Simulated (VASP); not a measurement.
Wanted: the native input for a VASP 6.6.1 run.

```yaml
Task: relaxation of cell and atoms
Functional: PBE
Potentials_or_basis: VASP PAW PBE potentials, release 64 (Ta_sv_GW, C)
Cutoff: 600 eV
k_mesh: 6 × 6 × 4
Occupations: gaussian, width 0.1 eV
Spin: no spin polarisation
Dipole_correction: no
Second_run: valence_matched
Further_INCAR_settings: ALGO = Normal; EDIFF = 1e-07; IBRION = 2; EDIFFG = -0.04; NSW = 90; ISIF = 3
```

The structure of TaC2 lies in POSCAR:

```
TaC2
1.0
    2.9805074300      0.0000000000      0.0000000000
   -1.4902537100      2.5811951500      0.0000000000
    0.0000000000      0.0000000000      5.0607912500
Ta C
1 2
Direct
    0.0000000000      0.0000000000      0.0000000000
    0.3333333300      0.6666666700      0.2552000000
    0.6666666700      0.3333333300      0.7448000000
```

These files were run (other wordings do the same):

INCAR

```
PREC     = Accurate       # precision mode
ENCUT    = 600            # plane-wave cutoff, eV
EDIFF    = 1E-7           # SCF threshold, eV
ISMEAR   = 0              # smearing method
SIGMA    = 0.1            # smearing width, eV
LREAL    = False          # projectors in reciprocal space
LASPH    = True           # aspherical terms in the spheres
NELM     = 120            # most SCF steps
ALGO     = Normal         # electronic algorithm
ISIF     = 3              # what is computed and relaxed
LWAVE    = False          # write WAVECAR
LCHARG   = False          # write CHGCAR
GGA      = PE             # functional
IBRION   = 2              # ionic algorithm
NSW      = 90             # ionic steps
EDIFFG   = -0.04          # ionic threshold
GGA_COMPAT= False        
NELMIN   = 4
```

KPOINTS

```
regular mesh
0
Gamma
  6 6 4
```

Potentials or basis: VASP PAW PBE potentials, release 64 (Ta_sv_GW, C).

Launch:

```sh
$ cat potpaw_PBE.64/Ta_sv_GW/POTCAR potpaw_PBE.64/C/POTCAR > POTCAR
$ mpirun -np 1 vasp_std > vasp.out
```

Results of the run:

```yaml
Relaxed_volume: 16.20 Å³/atom
Relaxed_cell: a = 3.220 Å, b = 3.220 Å, c = 5.415 Å, α = 90.00°, β = 90.00°, γ = 120.00°
Space_group_after_relaxing_to_0.05_Å: P-3m1 (No. 164)
Energy_gained_by_relaxing: 208.3 meV/atom
Ionic_steps: 33
Pressure_after_relaxing: 0.0 GPa
Largest_force_after_relaxing: 0.013 eV/Å
```

Caveat: the k points lie up to 0.38 Å⁻¹ apart in the final cell; the volume moved by over 15 % at a fixed basis, so the end points are rough.

It took 8.8 min on 1 thread of AMD EPYC 7R43 64-Core Processor (Zen 3), on a shared host, peak memory 0.15 GiB.
